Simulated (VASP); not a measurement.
Input of a VASP 6.6.1 run:

Contents of POSCAR:

```
MoS2
1.0
    3.1363641100      0.0000000000      0.0000000000
   -1.5681820550      2.7161709900      0.0000000000
    0.0000000000      0.0000000000     17.3346000000
Mo S
1 2
Direct
    0.0000000000      0.0000000000      0.0000000000
    0.3333333333      0.6666666667      0.0894930000
    0.3333333333      0.6666666667      0.9105070000
```

Contents of INCAR.step1:

```
SYSTEM = MoS2
PREC     = Accurate       ! precision mode
ENCUT    = 520            ! plane-wave cutoff, eV
ISMEAR   = 1              ! smearing method
SIGMA    = 0.1            ! smearing width, eV
LREAL    = .False.        ! projectors in reciprocal space
LASPH    = .True.         ! aspherical terms in the spheres
NELM     = 100            ! most SCF steps
NBANDS   = 20             ! bands
GGA      = PE             ! functional
ALGO     = Normal         ! electronic algorithm
EDIFF    = 1E-4           ! SCF threshold, eV
LWAVE    = .True.         ! write WAVECAR
LCHARG   = .False.        ! write CHGCAR
```

Contents of INCAR.step2:

```
SYSTEM = MoS2
PREC     = Accurate       ! precision mode
ENCUT    = 520            ! plane-wave cutoff, eV
EDIFF    = 1E-7           ! SCF threshold, eV
ISMEAR   = 1              ! smearing method
SIGMA    = 0.1            ! smearing width, eV
LREAL    = .False.        ! projectors in reciprocal space
LASPH    = .True.         ! aspherical terms in the spheres
NELM     = 100            ! most SCF steps
ALGO     = Normal         ! electronic algorithm
ISIF     = 2              ! what is computed and relaxed
LWAVE    = .False.        ! write WAVECAR
LCHARG   = .False.        ! write CHGCAR
METAGGA  = R2SCAN         ! meta-GGA
LMIXTAU  = .True.       
NBANDS   = 20             ! bands
ISTART   = 1
```

Contents of KPOINTS:

```
regular mesh
0
Gamma
  12 12 2
  0 0 0
```

Potentials or basis: VASP PAW PBE potentials, release 64 (Mo_sv, S).

The run is started by

```bash
$ cat potpaw_PBE.64/Mo_sv/POTCAR potpaw_PBE.64/S/POTCAR > POTCAR
$ cp INCAR.step1 INCAR
$ mpirun -np 1 vasp_std > vasp.out
$ cp INCAR.step2 INCAR
$ mpirun -np 1 vasp_std > vasp.out
```

Task: Estimate the largest force.

Result: 0.348 eV/Å.

Task: Estimate the band gap on the k mesh.

Result: 1.93 eV, direct.

Forces in eV/Å, atoms in the order of the input:
```
Mo   0.000  0.000  0.000
S    0.000  0.000  0.348
S    0.000  0.000 -0.348
```

Caveat: the PAW data sets were made with another functional, which shifts forces and pressure a little.
